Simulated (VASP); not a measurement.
# Rh in VASP: further runs

Runs on Rh. Level: PBE. Tasks: single point.

Everything below comes from runs of VASP 6.6.1. Logs are shortened: lines on timing, memory, paths and dates and some standing lists are left out, and cuts for length are marked.

## 1. The cell of the first run

Symmetry: Fm-3m, No. 225, cubic system. The conventional cell has a = 3.831 Å, b = 3.831 Å, c = 3.831 Å, α = 90.00°, β = 90.00°, γ = 90.00°. Rh (site symmetry m-3m) has 12 Rh at 2.71 Å within 3.6 Å.

## 2. Single point, PBE

Contents of INCAR:

```
SYSTEM = Rh
PREC     = Accurate       ! precision mode
ENCUT    = 520            ! plane-wave cutoff, eV
EDIFF    = 1E-6           ! SCF threshold, eV
ISMEAR   = 0              ! smearing method
SIGMA    = 0.15           ! smearing width, eV
LREAL    = .False.        ! projectors in reciprocal space
LASPH    = .True.         ! aspherical terms in the spheres
NELM     = 100            ! most SCF steps
ALGO     = Normal         ! electronic algorithm
ISIF     = 2              ! what is computed and relaxed
LWAVE    = .False.        ! write WAVECAR
LCHARG   = .False.        ! write CHGCAR
GGA      = PE             ! functional
NBANDS   = 14             ! bands
```

Contents of KPOINTS:

```
Automatic mesh
0
Gamma
  16 16 16
  0 0 0
```

Contents of POSCAR:

```
Rh
1.0
   -0.0000000470      1.9153627156      1.9153615428
    1.9154277839      0.0000031986      1.9153581712
    1.9154285232      1.9153598334      0.0000026928
Rh
1
Direct
    0.0000000000      0.0000000000      0.0000000000
```

Potentials or basis: VASP PAW PBE potentials, release 64 (Rh_pv).

Launch:

```sh
$ cat potpaw_PBE.64/Rh_pv/POTCAR > POTCAR
$ mpirun -np 1 vasp_std > vasp.out
```

OUTCAR:

```text
SYSTEM = Rh
   PREC = Accurate
   ENCUT = 520
   EDIFF = 1E-6
   ISMEAR = 0
   LREAL = .False.
   LASPH = .True.
   NELM = 100
   ISIF = 2
   GGA = PE

 ion  position               nearest neighbor table
   1  0.000  0.000  0.000-

  LATTYP: Found a body centered tetragonal cell.
 ALAT       =     2.7087311000
 C/A-ratio  =     1.4142623290

  Lattice vectors:

 A1 = (   1.9154277839,   0.0000031986,   1.9153581712)
 A2 = (   1.9154285702,  -0.0000028822,  -1.9153588500)
 A3 = (  -1.9154278309,   1.9153595170,   0.0000033716)

Analysis of symmetry for initial positions (statically):
=====================================================================
 Subroutine PRICEL returns:
 Original cell was already a primitive cell.

 Routine SETGRP: Setting up the symmetry group for a
 body centered tetragonal supercell.

 Subroutine GETGRP returns: Found 16 space group operations
 (whereof 16 operations were pure point group operations)
 out of a pool of 16 trial point group operations.

The static configuration has the point symmetry D_4h.

Analysis of symmetry for dynamics (positions and initial velocities):
=====================================================================
 Subroutine PRICEL returns:
 Original cell was already a primitive cell.

 Routine SETGRP: Setting up the symmetry group for a
 body centered tetragonal supercell.

 Subroutine GETGRP returns: Found 16 space group operations
 (whereof 16 operations were pure point group operations)
 out of a pool of 16 trial point group operations.

The dynamic configuration has the point symmetry D_4h.

 Subroutine INISYM returns: Found 16 space group operations
 (whereof 16 operations are pure point group operations),
 and found     1 'primitive' translations

----------------------------------------------------------------------------------------

                                     Primitive cell

  volume of cell :      14.0539

  direct lattice vectors                    reciprocal lattice vectors
    -0.000000047  1.915362716  1.915361543    -0.261038215  0.261047210  0.261047267
     1.915427784  0.000003199  1.915358171     0.261038308 -0.261048036  0.261048202
     1.915428523  1.915359833  0.000002693     0.261038172  0.261047942 -0.261048095

  length of vectors
     2.708731100  2.708774727  2.708776425     0.452141870  0.452142941  0.452142747

  position of ions in fractional coordinates (direct lattice)
     0.000000000  0.000000000  0.000000000

[... 83 lines left out ...]
   POTIM  = 0.5000    time-step for ionic-motion
   TEBEG  =    0.0;   TEEND  =   0.0 temperature during run
   PSTRESS=    0.0 pullay stress
   NELECT =      15.0000    total number of electrons
   NUPDOWN=      -1.0000    fix difference up-down
   EMIN   =  10.00;   EMAX   =-10.00  energy-range for DOS
   EFERMI =   0.00;   METHOD = LEGACY
   ISMEAR =     0;   SIGMA  =   0.15  broadening in eV -4-tet -1-fermi 0-gaus
   EFERMI_NEDOS =   21; number of points for ismear=-14 and -15
   IALGO  =     38    algorithm
   IMIX   =      4    mixing-type and parameters
     AMIX     =   0.40;   BMIX     =  1.00
     AMIX_MAG =   1.60;   BMIX_MAG =  1.00
  volume/ion in A,a.u.               =      14.05        94.84
  Fermi-wavevector in a.u.,A,eV,Ry     =   1.673041  3.161588 38.083591  2.799065
  Thomas-Fermi vector in A             =   2.758082
   LORBIT       =      0    0 simple, 1 ext, 2 COOP (PROOUT), +10 PAW based schemes
   GGA     = PE    functional components
   LHFCALC =     F    Hartree Fock is set to
   AEXX    =    0.0000 exact exchange contribution
   IVDW    =     0    specifies the selected vdW correction
   LEPSILON=     F    determine dielectric tensor
   LRPA    =     F    only Hartree local field effects (RPA)
 non-spin polarized calculation
 Gauss-broadening in eV      SIGMA  =   0.15
  energy-cutoff  :      520.00
  volume of cell :       14.05
 maximum number of plane-waves:       391
   NGX =  9   NGY =  9   NGZ =  9

 number of electron      15.0000005 magnetization

 Free energy of the ion-electron system (eV)
  ---------------------------------------------------
  ext. energy  EPLUGINS =         0.00000000
  ---------------------------------------------------
  free energy    TOTEN  =        -7.26636190 eV

  energy without entropy =       -7.24938902  energy(sigma->0) =       -7.25787546

 E-fermi :  11.4988     XC(G=0): -13.8899

 val. band max:       11.4983314364   @ k =  -0.1875   0.1250  -0.0000
 cond. band min:      11.5164956122   @ k =   0.3125   0.1875   0.1250
 fundamental gap:      0.0181641758
 Fermi energy:        11.4987742260

 k-point     1 :       0.0000    0.0000    0.0000
  band No.  band energies     occupation
      1     -34.8334      2.00000
      2     -34.8334      2.00000
      3     -34.8334      2.00000
      4       3.7078      2.00000
      5       8.5325      2.00000
      6       8.5328      2.00000
      7       8.5328      2.00000
      8      10.5471      2.00000
      9      10.5475      2.00000
     10      27.5143      0.00000
     11      32.1071      0.00000
     12      32.8504      0.00000
     13      32.8514      0.00000
     14      32.8516      0.00000
[... 377 lines left out ...]
      1     -34.8974      2.00000
      2     -34.8528      2.00000
      3     -34.8384      2.00000
      4       4.1116      2.00000
      5       8.3403      2.00000
      6       8.6740      2.00000
      7       8.7200      2.00000
      8      10.3682      2.00000
      9      10.5723      2.00000
     10      28.0695      0.00000
     11      31.1633      0.00000
     12      32.1078      0.00000
     13      32.8753      0.00000
     14      33.6853      0.00000

 [... further k-points ...]

------------------------ aborting loop because EDIFF is reached ----------------------------------------

  FORCE on cell =-STRESS in cart. coord.  units (eV):
  Direction    XX          YY          ZZ          XY          YZ          ZX
  --------------------------------------------------------------------------------------
  -------------------------------------------------------------------------------------
  Total        0.0019779      0.0027170      0.0027170      0.0000000      0.0000000     -0.0000000
  in kB        0.2254844      0.3097394      0.3097391      0.0000001      0.0000010     -0.0000001
  external PRESSURE =       0.2816543 kB  Pullay stress =       0.0000000 kB

 VOLUME and BASIS-vectors are now :
 -----------------------------------------------------------------------------
  energy-cutoff  :      520.00
  volume of cell :       14.05
      direct lattice vectors                 reciprocal lattice vectors
    -0.000000047  1.915362716  1.915361543    -0.261038215  0.261047210  0.261047267
     1.915427784  0.000003199  1.915358171     0.261038308 -0.261048036  0.261048202
     1.915428523  1.915359833  0.000002693     0.261038172  0.261047942 -0.261048095

 POSITION                                       TOTAL-FORCE (eV/Angst)
 -----------------------------------------------------------------------------------
      0.00000      0.00000      0.00000         0.000000      0.000000     -0.000000
 -----------------------------------------------------------------------------------
    total drift:                                0.000000     -0.000000      0.000000

  FREE ENERGIE OF THE ION-ELECTRON SYSTEM (eV)
  ---------------------------------------------------
  free  energy   TOTEN  =        -7.2663619004 eV

  energy  without entropy=       -7.2493890194  energy(sigma->0) =       -7.25787546
```

OSZICAR:

```text
N       E                     dE             d eps       ncg     rms          rms(c)
DAV:   1     0.121336662887E+03    0.12134E+03   -0.87815E+03  9786   0.115E+03
DAV:   2    -0.616024866540E+01   -0.12750E+03   -0.12194E+03 10780   0.342E+02
DAV:   3    -0.776045554431E+01   -0.16002E+01   -0.15974E+01 11698   0.420E+01
DAV:   4    -0.776655185808E+01   -0.60963E-02   -0.60961E-02 11386   0.266E+00
DAV:   5    -0.776660694255E+01   -0.55084E-04   -0.55084E-04 11530   0.224E-01    0.960E+00
DAV:   6    -0.728396151583E+01    0.48265E+00   -0.84111E-01 10426   0.125E+01    0.329E+00
DAV:   7    -0.726965471292E+01    0.14307E-01   -0.17080E-02 11326   0.149E+00    0.159E+00
DAV:   8    -0.726648455947E+01    0.31702E-02   -0.32795E-03 10450   0.766E-01    0.174E-01
DAV:   9    -0.726635994683E+01    0.12461E-03   -0.10875E-04 10414   0.145E-01    0.113E-02
DAV:  10    -0.726636174802E+01   -0.18012E-05   -0.32627E-06 11218   0.221E-02    0.286E-03
DAV:  11    -0.726636190045E+01   -0.15243E-06   -0.31006E-07  5330   0.772E-03
   1 F= -.72663619E+01 E0= -.72578755E+01  d E =-.169729E-01
```

Wall time 64 s (1 thread of Intel Xeon 8259CL, shared host); peak memory 0.18 GiB.

Results:

```
Free energy            : -7.2664 eV
Pressure               : 0.0 GPa
Band gap on the k mesh : zero (an odd number of electrons rules out a gap without spin polarisation)
```

[end of part 1 of 2]
